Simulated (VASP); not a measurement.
Wanted: the native input for a VASP 6.6.1 run.

```yaml
Task: relaxation of cell and atoms
Functional: PBE
Potentials_or_basis: VASP PAW PBE potentials, release 64 (K_sv, P)
Cutoff: 600 eV
k_mesh: 3 × 3 × 3
Occupations: gaussian, width 0.1 eV
Spin: no spin polarisation
Dipole_correction: no
Further_INCAR_settings: ALGO = Normal; EDIFF = 1e-06; IBRION = 2; EDIFFG = -0.04; NSW = 90; ISIF = 3
```

The structure of KP3 lies in POSCAR:

```
KP3
1.0
    3.8402018097      2.2171415485      3.6067064453
   -3.8402018097      2.2171415485      3.6067064453
    0.0000000000     -4.4342830971      3.6067064453
K P
2 6
Direct
    0.2690000000      0.2690000000      0.2690000000
    0.7310000000      0.7310000000      0.7310000000
    0.7970000000      0.2520000000      0.7970000000
    0.7970000000      0.7970000000      0.2520000000
    0.2520000000      0.7970000000      0.7970000000
    0.2030000000      0.7480000000      0.2030000000
    0.7480000000      0.2030000000      0.2030000000
    0.2030000000      0.2030000000      0.7480000000
```

These files were run (other wordings do the same):

INCAR

```
PREC = Accurate
ENCUT = 600
EDIFF = 1E-6
ISMEAR = 0
SIGMA = 0.1
LREAL = False
LASPH = True
NELM = 60
ALGO = Normal
ISIF = 3
LWAVE = False
LCHARG = False
GGA = PE
IBRION = 2
NSW = 90
EDIFFG = -0.04
```

KPOINTS

```
regular mesh
0
Gamma
  3 3 3
```

Potentials or basis: VASP PAW PBE potentials, release 64 (K_sv, P).

Launch:

```bash
$ cat potpaw_PBE.64/K_sv/POTCAR potpaw_PBE.64/P/POTCAR > POTCAR
$ mpirun -np 1 vasp_std > vasp.out
```

Results of the run:

```json
{
 "Relaxed volume": "34.07 Å³/atom",
 "Relaxed cell": "a = 6.680 Å, b = 6.680 Å, c = 6.680 Å, α = 75.12°, β = 75.12°, γ = 75.12°",
 "Space group after relaxing (to 0.1 Å)": "R-3m (No. 166)",
 "Energy gained by relaxing": "528.7 meV/atom",
 "Ionic steps": "30",
 "Pressure after relaxing": "0.0 GPa",
 "Largest force after relaxing": "0.031 eV/Å",
 "Band gap on the k mesh": "1.03 eV (least direct gap 1.08 eV)"
}
```

Caveat: the volume moved by over 15 % at a fixed basis, so the end points are rough; an odd mesh through Γ misses points on the zone boundary, where band edges can lie.

Wall time 7.2 min on 1 thread of Intel(R) Xeon(R) 6975P-C (Granite Rapids), with other jobs on the host, peak memory 0.34 GiB.
